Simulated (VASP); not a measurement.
Here is a VASP 6.6.1 calculation.

File INCAR:

```
SYSTEM = AlSi5
PREC = Accurate
ENCUT = 520
EDIFF = 1E-6
ISMEAR = 0
SIGMA = 0.1
LREAL = .False.
LASPH = .True.
NELM = 100
ALGO = Normal
ISIF = 2
LWAVE = .False.
LCHARG = .False.
GGA = PE
NBANDS = 20
```

The input KPOINTS:

```
Automatic mesh
0
Gamma
  12 12 10
  0 0 0
```

The input POSCAR:

```
AlSi5
1.0
    4.9922199458      0.0000000027      0.0000000000
   -2.4961099752      4.3233892930      0.0000000000
    0.0000000000      0.0000000000      4.4887890689
Al Si
1 5
Direct
    0.0000000000      0.0000000000      0.0000000000
    0.5000000000      0.5000000000      0.5000000000
    0.6666666667      0.3333333333      0.0000000000
    0.0000000000      0.5000000000      0.5000000000
    0.3333333333      0.6666666667      0.0000000000
    0.5000000000      0.0000000000      0.5000000000
```

Potentials or basis: VASP PAW PBE potentials, release 64 (Al, Si).

Run with:

```bash
$ cat potpaw_PBE.64/Al/POTCAR potpaw_PBE.64/Si/POTCAR > POTCAR
$ mpirun -np 1 vasp_std > vasp.out
```

Problem. Estimate the pressure.

Solution. 0.0 GPa.
